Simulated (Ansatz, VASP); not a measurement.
# Ga in VASP and in Ansatz

```
CELL_PARAMETERS angstrom
-1.38440 1.38440 2.31122
1.38440 -1.38440 2.31122
1.38440 1.38440 -2.31122
ATOMIC_POSITIONS crystal
Ga 0.00000 0.00000 0.00000
```

Alike in both runs: functional r2SCAN; k mesh 13 × 13 × 13; occupations fermi-dirac, width 0.05 eV; non-collinear spin, spin-orbit coupling.

|  | VASP | Ansatz |
| --- | --- | --- |
| version | VASP 6.6.1 | Ansatz 0.2.0 |
| potentials or method | VASP PAW PBE potentials, release 64 (Ga_d) | Ansatz PAW |
| plane-wave cutoff (eV) | 520 | 500 |
| valence electrons in the cell | 13 | 13 |
| task | single point | band structure |

|  | VASP | Ansatz | Ansatz less VASP |
| --- | --- | --- | --- |
| pressure (GPa) | 0.2 | 0.2 | -0.01 |
| traceless stress, the component that is largest in VASP (GPa) | 0.14 | 0.11 | -0.026 |
| net moment per atom (μB) | 0.00 | 0.00 | 0.000 |

VASP's potentials were made for PBE, not for r2SCAN.
